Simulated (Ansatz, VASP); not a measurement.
# BAs: VASP beside Ansatz

Contents of INCAR:

```
SYSTEM = BAs
ALGO = Normal ; EDIFF = 1E-7
ENCUT = 520 ; ISIF = 2
ISMEAR = -1 ; LASPH = .TRUE.
LCHARG = .FALSE. ; LREAL = .FALSE.
LWAVE = .FALSE. ; NBANDS = 11
NELM = 60 ; PREC = Accurate
SIGMA = 0.05
```

File KPOINTS:

```
k-points
0
G
  10 10 10
  0 0 0
```

File POSCAR:

```
BAs
1.0
    0.0000000000      2.4353452264      2.4353452264
    2.4353452264      0.0000000000      2.4353452264
    2.4353452264      2.4353452264      0.0000000000
As B
1 1
Direct
    0.7500000000      0.7500000000      0.7500000000
    0.0000000000      0.0000000000      0.0000000000
```

Contents of input.yaml:

```yaml
crystal:
  lattice:
    - [0.0, 2.4353452264, 2.4353452264]
    - [2.4353452264, 0.0, 2.4353452264]
    - [2.4353452264, 2.4353452264, 0.0]
  atoms:
    - { symbol: As, position: [0.75, 0.75, 0.75] }
    - { symbol: B, position: [0.0, 0.0, 0.0] }
hamiltonian:
  xc: lda
  pseudopotentials: { kind: paw, xc_functional: lda, accuracy: standard }
kpoints:
  mp_grid: { grid: [10, 10, 10] }
scf:
  occupations: { method: fermi_dirac, width: 0.05 }
output:
  forces: true
  stress: true
  eigenvalues: true
```

Alike in both runs: task single point; functional LDA; k mesh 10 × 10 × 10; occupations fermi-dirac, width 0.05 eV; no spin polarisation.

|  | VASP | Ansatz |
| --- | --- | --- |
| version | VASP 6.6.1 | Ansatz 0.2.0 |
| potentials or method | VASP PAW LDA potentials, release 64 (As, B) | JTH PAW LDA |
| plane-wave cutoff (eV) | 520 | 1350 |
| valence electrons in the cell | 8 | 18 |

```tsv
	VASP	Ansatz	Ansatz less VASP
gap on the k mesh at the Fermi level (eV)	1.17	1.18	+0.008
least direct gap on the mesh (eV)	3.18	3.18	+0.002
pressure (GPa)	-10.0	-10.7	-0.71
```

LDA's correlation is that of Perdew and Zunger in VASP and of Perdew and Wang (1992) in Ansatz. VASP's potentials hold 8 valence electrons a cell and Ansatz's 18, so a difference there can come from the potentials and not from the codes.
